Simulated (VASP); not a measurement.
Set up this calculation in VASP 6.6.1, as the native input.

| Quantity | Value |
| --- | --- |
| Task | single point |
| Functional | PBE |
| Potentials or basis | VASP PAW PBE potentials, release 64 (Bi_d, Se) |
| Cutoff | 520 eV |
| k mesh | 8 × 8 × 8 |
| Occupations | fermi-dirac, width 0.02 eV |
| Spin | no spin polarisation |
| Dipole correction | no |
| Further INCAR settings | ALGO = Normal; EDIFF = 1e-06; NBANDS = 32 |

The structure of Bi2Se3 lies in POSCAR:

```
Bi2Se3
1.0
    2.0918954047      1.2077563750      9.8518593788
   -2.0918954047      1.2077563750      9.8518593788
    0.0000000000     -2.4155127501      9.8518593788
Bi Se
2 3
Direct
    0.3985381778      0.3985381778      0.3985381778
    0.6014618222      0.6014618222      0.6014618222
    0.2159946233      0.2159946233      0.2159946233
    0.7840053767      0.7840053767      0.7840053767
    0.0000000000      0.0000000000      0.0000000000
```

This cell differs from its parent crystal: strain +1.0%.

These files were run (other wordings do the same):

INCAR

```
SYSTEM = Bi2Se3
PREC = Accurate
ENCUT = 520
EDIFF = 1E-6
ISMEAR = -1
SIGMA = 0.02
LREAL = .FALSE.
LASPH = .TRUE.
NELM = 60
ALGO = Normal
ISIF = 2
LWAVE = .FALSE.
LCHARG = .TRUE.
GGA = PE
LELF = .TRUE.
LVHAR = .TRUE.
NBANDS = 32
```

KPOINTS

```
regular mesh
0
G
  8 8 8
  0 0 0
```

Potentials or basis: VASP PAW PBE potentials, release 64 (Bi_d, Se).

Launch:

```console
$ cat potpaw_PBE.64/Bi_d/POTCAR potpaw_PBE.64/Se/POTCAR > POTCAR
$ mpirun -np 1 vasp_std > vasp.out
```

Results of the run:

```yaml
Pressure: 1.1 GPa
Largest_force: 0.162 eV/Å
Band_gap_on_the_k_mesh: 0.40 eV, direct
```

Caveat: the cell differs from its parent crystal (strain +1.0%); spin-orbit coupling is left out, which moves the levels of the heavy elements.

It took 13 min on 1 thread of Intel(R) Xeon(R) 6975P-C (Granite Rapids), on a shared host, peak memory 1 GiB.
